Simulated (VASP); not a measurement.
Wanted: the native input for a VASP 6.6.1 run.

| Item | Value |
| --- | --- |
| Task | single point |
| Functional | PBE |
| Potentials or basis | VASP PAW PBE potentials, release 64 (Co, O) |
| Cutoff | 520 eV |
| k mesh | 9 × 9 × 9 |
| Occupations | fermi-dirac, width 0.05 eV |
| Spin | collinear spin, ferromagnetic start |
| Starting moments | [4.0, 0.0] μB |
| Fixed moment | 4 μB |
| Dipole correction | no |
| Further INCAR settings | ALGO = Normal; EDIFF = 1e-06; NBANDS = 18 |

The structure of CoO lies in POSCAR:

```
CoO
1.0
    0.0000000000      2.1315000000      2.1315000000
    2.1315000000      0.0000000000      2.1315000000
    2.1315000000      2.1315000000      0.0000000000
Co O
1 1
Direct
    0.0000000000      0.0000000000      0.0000000000
    0.5000000000      0.5000000000      0.5000000000
```

The input as run:

INCAR

```
SYSTEM = CoO
PREC = Accurate
ENCUT = 520
EDIFF = 1E-6
ISMEAR = -1
SIGMA = 0.05
LREAL = .False.
LASPH = .True.
NELM = 150
ALGO = Normal
ISIF = 2
LWAVE = .False.
LCHARG = .False.
ISPIN = 2
MAGMOM = 4 0
LORBIT = 11
NUPDOWN = 4.0
LMAXMIX = 4
GGA = PE
NBANDS = 18
```

KPOINTS

```
Automatic mesh
0
Gamma
  9 9 9
  0 0 0
```

Potentials or basis: VASP PAW PBE potentials, release 64 (Co, O).

Command:

```sh
$ cat potpaw_PBE.64/Co/POTCAR potpaw_PBE.64/O/POTCAR > POTCAR
$ mpirun -np 1 vasp_std > vasp.out
```

Results of the run:

```json
{"Pressure": "21.4 GPa", "Net moment": "4.00 μB per cell", "Site moments": "Co +3.08; O +0.65 μB", "Valence electrons inside the program's atomic spheres": "Co 7.70; O 4.96"}
```

Caveat: the total moment is fixed, so each spin has its own Fermi level; a cell with one magnetic atom can't hold antiferromagnetic order, which such compounds often take.

It took 78 s on 1 thread of AMD EPYC 7R13, with other jobs on the host, peak memory 0.13 GiB.
